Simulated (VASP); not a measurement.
# NbC (Niobocarbide) (Fm-3m) in VASP: further runs

NbC (Niobocarbide) is run at these levels: PBEsol; tasks: single point, relaxation of cell and atoms.

Everything below comes from runs of VASP 6.6.1. Logs are shortened: lines on timing, memory, paths and dates and some standing lists are left out, and cuts for length are marked.

### Step 1. The cell of the first run

Symmetry: Fm-3m, No. 225, cubic system. Conventional cell: a = 4.406 Å, b = 4.406 Å, c = 4.406 Å, α = 90.00°, β = 90.00°, γ = 90.00°. Within 2.9 Å of Nb (site symmetry m-3m) lie 6 C at 2.20 Å. Within 2.9 Å of C (site symmetry m-3m) lie 6 Nb at 2.20 Å.

### Step 2. Single point, PBEsol

INCAR reads:

```
SYSTEM = NbC
  PREC = Accurate
  ENCUT = 600
  EDIFF = 1E-6
  ISMEAR = 1
  SIGMA = 0.1
  LREAL = .False.
  LASPH = .True.
  NELM = 120
  ALGO = Normal
  ISIF = 2
  LWAVE = .False.
  LCHARG = .False.
  GGA = PS
  NBANDS = 16
  GGA_COMPAT = .False.
```

KPOINTS reads:

```
regular mesh
0
Gamma
  13 13 13
  0 0 0
```

POSCAR reads:

```
NbC
1.0
    0.0000000000      2.2032010945      2.2032010945
    2.2032010945      0.0000000000      2.2032010945
    2.2032010945      2.2032010945      0.0000000000
Nb C
1 1
Direct
    0.0000000000      0.0000000000      0.0000000000
    0.5000000000      0.5000000000      0.5000000000
```

Potentials or basis: VASP PAW PBE potentials, release 64 (Nb_sv, C).

Started as:

```bash
$ cat potpaw_PBE.64/Nb_sv/POTCAR potpaw_PBE.64/C/POTCAR > POTCAR
$ mpirun -np 1 vasp_std > vasp.out
```

OUTCAR:

```text
SYSTEM = NbC
   PREC = Accurate
   ENCUT = 600
   EDIFF = 1E-6
   ISMEAR = 1
   LREAL = .False.
   LASPH = .True.
   NELM = 120
   ISIF = 2
   GGA = PS

 ion  position               nearest neighbor table
   1  0.000  0.000  0.000-   2 2.20   2 2.20   2 2.20   2 2.20   2 2.20   2 2.20
   2  0.500  0.500  0.500-   1 2.20   1 2.20   1 2.20   1 2.20   1 2.20   1 2.20

  LATTYP: Found a face centered cubic cell.
 ALAT       =     4.4064021890

  Lattice vectors:

 A1 = (   0.0000000000,   2.2032010945,   2.2032010945)
 A2 = (   2.2032010945,   0.0000000000,   2.2032010945)
 A3 = (   2.2032010945,   2.2032010945,   0.0000000000)

Analysis of symmetry for initial positions (statically):
=====================================================================
 Subroutine PRICEL returns:
 Original cell was already a primitive cell.

 Routine SETGRP: Setting up the symmetry group for a
 face centered cubic supercell.

 Subroutine GETGRP returns: Found 48 space group operations
 (whereof 48 operations were pure point group operations)
 out of a pool of 48 trial point group operations.

The static configuration has the point symmetry O_h .

Analysis of symmetry for dynamics (positions and initial velocities):
=====================================================================
 Subroutine PRICEL returns:
 Original cell was already a primitive cell.

 Routine SETGRP: Setting up the symmetry group for a
 face centered cubic supercell.

 Subroutine GETGRP returns: Found 48 space group operations
 (whereof 48 operations were pure point group operations)
 out of a pool of 48 trial point group operations.

The dynamic configuration has the point symmetry O_h .

 Subroutine INISYM returns: Found 48 space group operations
 (whereof 48 operations are pure point group operations),
 and found     1 'primitive' translations

----------------------------------------------------------------------------------------

                                     Primitive cell

  volume of cell :      21.3891

  direct lattice vectors                    reciprocal lattice vectors
     0.000000000  2.203201094  2.203201094    -0.226942516  0.226942516  0.226942516
     2.203201094  0.000000000  2.203201094     0.226942516 -0.226942516  0.226942516
     2.203201094  2.203201094  0.000000000     0.226942516  0.226942516 -0.226942516

  length of vectors
     3.115796868  3.115796868  3.115796868     0.393075968  0.393075968  0.393075968

  position of ions in fractional coordinates (direct lattice)
     0.000000000  0.000000000  0.000000000
     0.500000000  0.500000000  0.500000000

  ion indices of the primitive-cell ions
   primitive index   ion index
                 1           1
                 2           2

----------------------------------------------------------------------------------------

 KPOINTS: regular mesh

Automatic generation of k-mesh.
 Grid dimensions read from file:
 generate k-points for:   13   13   13

 Generating k-lattice:

  Cartesian coordinates                     Fractional coordinates (reciprocal lattice)
    -0.017457117  0.017457117  0.017457117     0.076923077  0.000000000  0.000000000
     0.017457117 -0.017457117  0.017457117     0.000000000  0.076923077  0.000000000
     0.017457117  0.017457117 -0.017457117     0.000000000  0.000000000  0.076923077

  Length of vectors
     0.030236613  0.030236613  0.030236613

  Shift w.r.t. Gamma in fractional coordinates (k-lattice)
     0.000000000  0.000000000  0.000000000

 Subroutine IBZKPT returns following result:
 ===========================================

 Found     84 irreducible k-points:

 Following reciprocal coordinates:
            Coordinates               Weight
  0.000000  0.000000  0.000000      1.000000
  0.076923  0.000000  0.000000      8.000000
  0.153846  0.000000  0.000000      8.000000
  0.230769  0.000000  0.000000      8.000000
  0.307692  0.000000  0.000000      8.000000
  0.384615  0.000000  0.000000      8.000000
[... 16 lines left out ...]
  0.384615  0.153846  0.000000     24.000000
  0.461538  0.153846  0.000000     24.000000
 [... further k-points ...]
   k-points           NKPTS =     84   k-points in BZ     NKDIM =     84   number of bands    NBANDS=     16
   number of dos      NEDOS =    301   number of ions     NIONS =      2
   total plane-waves  NPLWV =  21952
   dimension x,y,z NGX =    28 NGY =   28 NGZ =   28
   dimension x,y,z NGXF=    56 NGYF=   56 NGZF=   56
   ions per type =               1   1
   NGX,Y,Z   is equivalent  to a cutoff of  14.94, 14.94, 14.94 a.u.
   NGXF,Y,Z  is equivalent  to a cutoff of  29.88, 29.88, 29.88 a.u.
 SYSTEM =  NbC
   PREC   = accura    normal or accurate (medium, high low for compatibility)
   ISTART =      0    job   : 0-new  1-cont  2-samecut
   ICHARG =      2    charge: 1-file 2-atom 10-const
   ISPIN  =      1    spin polarized calculation?
   LNONCOLLINEAR =      F non collinear calculations
   LSORBIT =      F    spin-orbit coupling
   LASPH  =      T    aspherical Exc in radial PAW
   ENCUT  =  600.0 eV  44.10 Ry    6.64 a.u.   6.22  6.22  6.22*2*pi/ulx,y,z
   NELM   =    120;   NELMIN=  2; NELMDL= -5     # of ELM steps
   EDIFF  = 0.1E-05   stopping-criterion for ELM
   LREAL  =      F    real-space projection
   EDIFFG = 0.1E-04   stopping-criterion for IOM
   NSW    =      0    number of steps for IOM
   IBRION =     -1    ionic relax: 0-MD 1-quasi-New 2-CG
   NFREE  =      0    steps in history (QN), initial steepest desc. (CG)
   ISIF   =      2    stress and relaxation
   ISYM   =      2    0-nonsym 1-usesym 2-fastsym
   POTIM  = 0.5000    time-step for ionic-motion
   TEBEG  =    0.0;   TEEND  =   0.0 temperature during run
   PSTRESS=    0.0 pullay stress
   NELECT =      17.0000    total number of electrons
   NUPDOWN=      -1.0000    fix difference up-down
   EMIN   =  10.00;   EMAX   =-10.00  energy-range for DOS
   EFERMI =   0.00;   METHOD = LEGACY
   ISMEAR =     1;   SIGMA  =   0.10  broadening in eV -4-tet -1-fermi 0-gaus
   EFERMI_NEDOS =   21; number of points for ismear=-14 and -15
   IALGO  =     38    algorithm
   IMIX   =      4    mixing-type and parameters
     AMIX     =   0.40;   BMIX     =  1.00
     AMIX_MAG =   1.60;   BMIX_MAG =  1.00
  volume/ion in A,a.u.               =      10.69        72.17
  Fermi-wavevector in a.u.,A,eV,Ry     =   1.516446  2.865668 31.288080  2.299609
  Thomas-Fermi vector in A             =   2.625835
   LORBIT       =      0    0 simple, 1 ext, 2 COOP (PROOUT), +10 PAW based schemes
   GGA     = PS    functional components
   LHFCALC =     F    Hartree Fock is set to
   AEXX    =    0.0000 exact exchange contribution
   IVDW    =     0    specifies the selected vdW correction
   LEPSILON=     F    determine dielectric tensor
   LRPA    =     F    only Hartree local field effects (RPA)
 non-spin polarized calculation
 Methfessel and Paxton  Order N= 1 SIGMA  =   0.10
  energy-cutoff  :      600.00
  volume of cell :       21.39
 maximum number of plane-waves:       725
 NGX is ok and might be reduce to    28
   NGX = 13   NGY = 13   NGZ = 13

 number of electron      17.0000000 magnetization

 Free energy of the ion-electron system (eV)
  ---------------------------------------------------
  ext. energy  EPLUGINS =         0.00000000
  ---------------------------------------------------
  free energy    TOTEN  =       -21.84243781 eV

  energy without entropy =      -21.84304117  energy(sigma->0) =      -21.84263893

 E-fermi :  13.0324     XC(G=0): -13.4515

 val. band max:       13.0069609491   @ k =  -0.2308   0.0769   0.0000
 cond. band min:      13.1347498228   @ k =   0.1538   0.0769   0.0000
 fundamental gap:      0.1277888738
 Fermi energy:        13.0324380410

 k-point     1 :       0.0000    0.0000    0.0000
  band No.  band energies     occupation
      1     -42.4719      2.00000
      2     -18.1718      2.00000
      3     -18.1718      2.00000
      4     -18.1718      2.00000
      5      -0.5531      2.00000
      6      11.6858      2.00000
[... 8 lines left out ...]
     15      23.0073      0.00000
     16      36.1033      0.00000

 k-point     2 :       0.0769    0.0000    0.0000
  band No.  band energies     occupation
      1     -42.4645      2.00000
      2     -18.2330      2.00000
      3     -18.1773      2.00000
      4     -18.1773      2.00000
      5      -0.3913      2.00000
      6      11.0230      2.00000
[... 8 lines left out ...]
     15      23.3981      0.00000
     16      34.8671      0.00000

 k-point     3 :       0.1538    0.0000    0.0000
  band No.  band energies     occupation
      1     -42.4438      2.00000
      2     -18.3996      2.00000
      3     -18.1926      2.00000
      4     -18.1926      2.00000
      5       0.0703      2.00000
      6       9.8411      2.00000
[... 8 lines left out ...]
     15      24.4179      0.00000
     16      32.9049      0.00000

 k-point     4 :       0.2308    0.0000    0.0000
  band No.  band energies     occupation
      1     -42.4145      2.00000
      2     -18.6274      2.00000
      3     -18.2139      2.00000
      4     -18.2139      2.00000
      5       0.7681      2.00000
      6       8.5740      2.00000
[... 8 lines left out ...]
     15      25.6413      0.00000
     16      31.3142      0.00000
[... 324 lines left out ...]
 k-point    22 :       0.3077    0.1538    0.0000
  band No.  band energies     occupation
      1     -42.3847      2.00000
      2     -18.7207      2.00000
      3     -18.3077      2.00000
      4     -18.2958      2.00000
      5       1.2137      2.00000
      6       7.4581      2.00000
[... 8 lines left out ...]
     15      26.7459      0.00000
     16      29.4535      0.00000

 k-point    23 :       0.3846    0.1538    0.0000
  band No.  band energies     occupation
      1     -42.3574      2.00000
      2     -18.9032      2.00000
      3     -18.3348      2.00000
      4     -18.3244      2.00000
      5       1.8419      2.00000
      6       6.8503      2.00000
[... 8 lines left out ...]
     15      27.2007      0.00000
     16      28.0701      0.00000

 k-point    24 :       0.4615    0.1538    0.0000
  band No.  band energies     occupation
      1     -42.3370      2.00000
      2     -19.0340      2.00000
      3     -18.3778      2.00000
      4     -18.3256      2.00000
      5       2.4143      2.00000
      6       6.2952      2.00000
[... 8 lines left out ...]
     15      26.9700      0.00000
     16      27.2627      0.00000

 [... further k-points ...]
[... 5 lines left out ...]
  --------------------------------------------------------------------------------------
  -------------------------------------------------------------------------------------
  Total        1.2522613      1.2522613      1.2522613     -0.0000000      0.0000000      0.0000000
  in kB       93.8022258     93.8022258     93.8022258     -0.0000000      0.0000000      0.0000000
  external PRESSURE =      93.8022258 kB  Pullay stress =       0.0000000 kB

 VOLUME and BASIS-vectors are now :
 -----------------------------------------------------------------------------
  energy-cutoff  :      600.00
  volume of cell :       21.39
      direct lattice vectors                 reciprocal lattice vectors
     0.000000000  2.203201094  2.203201094    -0.226942516  0.226942516  0.226942516
     2.203201094  0.000000000  2.203201094     0.226942516 -0.226942516  0.226942516
     2.203201094  2.203201094  0.000000000     0.226942516  0.226942516 -0.226942516

 POSITION                                       TOTAL-FORCE (eV/Angst)
 -----------------------------------------------------------------------------------
      0.00000      0.00000      0.00000         0.000000      0.000000      0.000000
      2.20320      2.20320      2.20320         0.000000      0.000000     -0.000000
 -----------------------------------------------------------------------------------
    total drift:                               -0.000000      0.000000      0.000000

  FREE ENERGIE OF THE ION-ELECTRON SYSTEM (eV)
  ---------------------------------------------------
  free  energy   TOTEN  =       -21.8424378148 eV

  energy  without entropy=      -21.8430411651  energy(sigma->0) =      -21.84263893
```

Run time: 17 s. Hardware: 1 thread of Intel Xeon 6975P-C (Granite Rapids), shared host; peak memory 0.18 GiB.

What came out:

* Free energy: -21.8424 eV
* Pressure: 9.4 GPa

Levels at points of the mesh, in eV from the Fermi level:
```tsv
k point	band 7	band 8	band 9	band 10	band 11	band 12
(0.00, 0.00, 0.00)	-1.35	-1.35	-0.17	-0.17	-0.17	0.45
```

Caveat: the PAW data sets were made with another functional, which shifts forces and pressure a little.

### Step 3. Single point, PBEsol

This run uses another cell than the first one, of 11.01 Å³/atom, 1.030 times its volume.

Changes to INCAR since step 2:

```diff
@@ -12,4 +12,6 @@
   LWAVE = .False.
-  LCHARG = .False.
+  LCHARG = .True.
   GGA = PS
+  LELF = .True.
+  LVHAR = .True.
   NBANDS = 16
```

KPOINTS reads:

```
Automatic mesh
0
Gamma
  13 13 13
  0 0 0
```

POSCAR reads:

```
NbC
1.0
    0.0000000000      2.2248550495      2.2248550495
    2.2248550495      0.0000000000      2.2248550495
    2.2248550495      2.2248550495      0.0000000000
Nb C
1 1
Direct
    0.0000000000      0.0000000000      0.0000000000
    0.5000000000      0.5000000000      0.5000000000
```

Potentials or basis: VASP PAW PBE potentials, release 64 (Nb_sv, C).

Started as:

```bash
$ cat potpaw_PBE.64/Nb_sv/POTCAR potpaw_PBE.64/C/POTCAR > POTCAR
$ mpirun -np 1 vasp_std > vasp.out
```

Run time: 18 s. Hardware: 1 thread of Intel Xeon 6975P-C (Granite Rapids), shared host; peak memory 0.18 GiB.

The run converged. Its results:

| Item | Value |
| --- | --- |
| Free energy | -21.8606 eV |
| Pressure | -0.6 GPa |

Levels at points of the mesh, in eV from the Fermi level:
| k point | band 7 | band 8 | band 9 | band 10 | band 11 | band 12 |
| --- | --- | --- | --- | --- | --- | --- |
| (0.00, 0.00, 0.00) | -1.30 | -1.30 | -0.15 | -0.15 | -0.15 | 0.42 |

Caveat: the PAW data sets were made with another functional, which shifts forces and pressure a little.

### Step 4. Relaxation of cell and atoms, PBEsol

This run uses another cell than the first one, of 11.16 Å³/atom, 1.043 times its volume.

INCAR reads:

```
SYSTEM = NbC
PREC = Accurate
ENCUT = 600
EDIFF = 1E-7
ISMEAR = 1
SIGMA = 0.1
LREAL = .False.
LASPH = .True.
NELM = 120
ALGO = Normal
ISIF = 3
LWAVE = .False.
LCHARG = .False.
GGA = PS
IBRION = 2
NSW = 50
EDIFFG = -0.005
GGA_COMPAT = .False.
NELMIN = 4
```

KPOINTS reads:

```
regular mesh
0
Gamma
  13 13 13
  0 0 0
```

POSCAR reads:

```
NbC
1.0
    0.0000000000      2.2345500000      2.2345500000
    2.2345500000      0.0000000000      2.2345500000
    2.2345500000      2.2345500000      0.0000000000
Nb C
1 1
Direct
    0.0000000000      0.0000000000      0.0000000000
    0.5000000000      0.5000000000      0.5000000000
```

Started as:

```bash
$ cat potpaw_PBE.64/Nb_sv/POTCAR potpaw_PBE.64/C/POTCAR > POTCAR
$ mpirun -np 1 vasp_std > vasp.out
```

It took 42 s on 1 thread of Intel Xeon 6975P-C (Granite Rapids), shared host; peak memory 0.18 GiB.

Results (log left out):

```yaml
Free_energy: -21.8611 eV
Relaxed_volume: 11.00 Å³/atom
Relaxed_cell: a = 3.145 Å, b = 3.145 Å, c = 3.145 Å, α = 60.00°, β = 60.00°, γ = 60.00°
Space_group_after_relaxing_to_0.05_Å: Fm-3m (No. 225)
Energy_gained_by_relaxing: 2.3 meV/atom
Ionic_steps: 3
Pressure_after_relaxing: 0.0 GPa
```

Step by step:
```csv
step,energy change (eV),largest force (eV/Å),pressure (GPa),volume (Å³)
1,0.0000,0.0000,-4.54,22.32
2,0.0176,0.0000,10.78,21.31
3,-0.0046,0.0000,-0.04,21.99
```

Final structure:
```
Nb C
1.0
     0.00000    2.22381    2.22381
     2.22381    0.00000    2.22381
     2.22381    2.22381    0.00000
Nb C
1 1
Direct
  0.00000 0.00000 0.00000
  0.50000 0.50000 0.50000
```

Levels at points of the mesh, in eV from the Fermi level:
| k point | band 7 | band 8 | band 9 | band 10 | band 11 | band 12 |
| --- | --- | --- | --- | --- | --- | --- |
| (0.00, 0.00, 0.00) | -1.30 | -1.30 | -0.15 | -0.15 | -0.15 | 0.42 |

Caveat: the PAW data sets were made with another functional, which shifts forces and pressure a little.

### Step 5. Relaxation of cell and atoms, PBEsol, target pressure 10 GPa, at which the enthalpy is minimised

This run uses another cell than the first one, of 11.16 Å³/atom, 1.043 times its volume.

INCAR reads:

```
  PREC = Accurate
  ENCUT = 600
  EDIFF = 1E-7
  ISMEAR = 1
  SIGMA = 0.1
  LREAL = False
  LASPH = True
  NELM = 120
  ALGO = Normal
  ISIF = 3
  LWAVE = False
  LCHARG = False
  GGA = PS
  IBRION = 2
  NSW = 50
  EDIFFG = -0.005
  PSTRESS = 100.0
  GGA_COMPAT = False
  NELMIN = 4
```

KPOINTS reads:

```
Automatic mesh
0
Gamma
  13 13 13
```

POSCAR is that of step 4.

Started as:

```bash
$ cat potpaw_PBE.64/Nb_sv/POTCAR potpaw_PBE.64/C/POTCAR > POTCAR
$ mpirun -np 1 vasp_std > vasp.out
```

Run time: 54 s. Hardware: 1 thread of Intel Xeon 6975P-C (Granite Rapids), shared host; peak memory 0.18 GiB.

It converged, with:

| Item | Value |
| --- | --- |
| Free energy | -21.8420 eV |
| Relaxed volume | 10.68 Å³/atom |
| Relaxed cell | a = 3.114 Å, b = 3.114 Å, c = 3.114 Å, α = 60.00°, β = 60.00°, γ = 60.00° |
| Space group after relaxing (to 0.05 Å) | Fm-3m (No. 225) |
| Energy change on relaxing (the enthalpy is what falls) | +7.2 meV/atom |
| Ionic steps | 4 |
| Pressure after relaxing | 9.9 GPa |

The path:
```
step  energy change (eV)  largest force (eV/Å)  pressure (GPa)  volume (Å³)
   1              0.0000                0.0000           -4.54        22.32
   2              0.4418                0.0000           57.65        19.20
   3              0.0124                0.0000            9.37        21.39
   4              0.0144                0.0000            9.93        21.36
```

Final structure:
```
CELL_PARAMETERS angstrom
0.00000 2.20221 2.20221
2.20221 0.00000 2.20221
2.20221 2.20221 0.00000
ATOMIC_POSITIONS crystal
Nb 0.00000 0.00000 0.00000
C 0.50000 0.50000 0.50000
```

Levels at points of the mesh, in eV from the Fermi level:
| k point | band 5 | band 6 | band 7 | band 8 | band 9 | band 10 | band 11 | band 12 |
| --- | --- | --- | --- | --- | --- | --- | --- | --- |
| (0.00, 0.00, 0.00) | -13.59 | -1.35 | -1.35 | -1.35 | -0.17 | -0.17 | -0.17 | 0.45 |

Caveat: the cell is relaxed towards a set pressure, so the enthalpy falls and the energy may rise; the PAW data sets were made with another functional, which shifts forces and pressure a little.

[end of part 1 of 2]
